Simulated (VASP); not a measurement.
A run of VASP 6.6.1:

File INCAR:

```
PREC = Accurate
ENCUT = 520
EDIFF = 1E-6
ISMEAR = 0
SIGMA = 0.2
LREAL = False
LASPH = True
NELM = 60
ALGO = Normal
ISIF = 2
LWAVE = False
LCHARG = False
GGA = PE
NBANDS = 56
```

Contents of KPOINTS:

```
regular mesh
0
Gamma
  8 8 1
```

Contents of POSCAR:

```
MgSn6N
1.0
    3.1435178807      0.0000000000      0.0000000000
    0.0000000000      3.1435178807      0.0000000000
    0.0000000000      0.0000000000     19.4504168208
Mg Sn N
1 6 1
Direct
    0.0000000000      1.0000000000      0.0000000000
    0.5000000000      0.5000000000      0.5827967762
    0.5000000000      0.5000000000      0.4172032238
    0.5000000000      0.5000000000      0.1209019182
    0.5000000000      0.5000000000      0.8790980818
    0.0000000000      0.0000000000      0.7239607486
    0.0000000000      0.0000000000      0.2760392514
    0.5000000000      0.5000000000      0.0000000000
```

Potentials or basis: VASP PAW PBE potentials, release 64 (Mg, Sn_d, N).

The run is started by

```bash
$ cat potpaw_PBE.64/Mg/POTCAR potpaw_PBE.64/Sn_d/POTCAR potpaw_PBE.64/N/POTCAR > POTCAR
$ mpirun -np 1 vasp_std > vasp.out
```

Hardware: 1 thread of Oxide Virtual Turin-like Processor, with other jobs on the host.

Task: Estimate the wall time of this run.

Result: It took 5 min on 1 thread of Oxide Virtual Turin-like Processor, with other jobs on the host, peak memory 0.31 GiB. Counts: scf iterations 17, k points 15.
